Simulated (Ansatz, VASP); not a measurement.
## One calculation of Ca, two programs

```
CELL_PARAMETERS angstrom
1.71808 -0.99194 5.61046
0.00000 1.98387 5.61046
-1.71808 -0.99194 5.61046
ATOMIC_POSITIONS crystal
Ca 0.25000 0.25000 0.25000
Ca 0.75000 0.75000 0.75000
```

Change from the starting cell: volume scaled by 0.68, LAPW.

Alike in both runs: task single point; functional PBE; k mesh 9 × 9 × 9; occupations fermi-dirac, width 0.1 eV; no spin polarisation.

```csv
,VASP,Ansatz
version,VASP 6.6.1,Ansatz 0.2.0
potentials or method,"VASP PAW PBE potentials, release 64 (Ca_sv), cutoff 520 eV","all-electron LAPW, scalar-relativistic"
```

|  | VASP | Ansatz | Ansatz less VASP |
| --- | --- | --- | --- |
| pressure (GPa) | 12.3 | 12.3 | -0.03 |

Ansatz ran all-electron here, and VASP with PAW potentials.
